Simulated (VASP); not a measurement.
Input of a VASP 6.6.1 run:

INCAR

```
SYSTEM = HfB2
  ALGO = Normal
  EDIFF = 1E-7
  ENCUT = 520
  GGA = RE
  ISIF = 2
  ISMEAR = 1
  LASPH = .TRUE.
  LCHARG = .FALSE.
  LREAL = .FALSE.
  LWAVE = .FALSE.
  NBANDS = 15
  NELM = 100
  PREC = Accurate
  SIGMA = 0.1
```

File KPOINTS:

```
k-points
0
G
  10 10 8
  0 0 0
```

The input POSCAR:

```
HfB2
1.0
    3.1400000000      0.0000000000      0.0000000000
   -1.5700000000      2.7193200000      0.0000000000
    0.0000000000      0.0000000000      3.4800000000
Hf B
1 2
Direct
    0.0000000000      0.0000000000      0.0000000000
    0.3333333333      0.6666666667      0.5000000000
    0.6666666667      0.3333333333      0.5000000000
```

Potentials or basis: VASP PAW PBE potentials, release 64 (Hf_pv, B).

Launch:

```bash
$ cat potpaw_PBE.64/Hf_pv/POTCAR potpaw_PBE.64/B/POTCAR > POTCAR
$ mpirun -np 1 vasp_std > vasp.out
```

**Question.** Estimate the pressure.

**Answer.** 4.1 GPa.

**Question.** Predict the band gap on the k mesh.

**Answer.** Zero (band 8 reaches 8.35 eV, above the bottom of band 9 at 7.51 eV).

Stress tensor (GPa, compression positive):
```
3.89 0.00 0.00
0.00 3.89 0.00
0.00 0.00 4.49
```

Caveat: the PAW data sets were made with another functional, which shifts forces and pressure a little; spin-orbit coupling is left out, which moves the levels of the heavy elements.
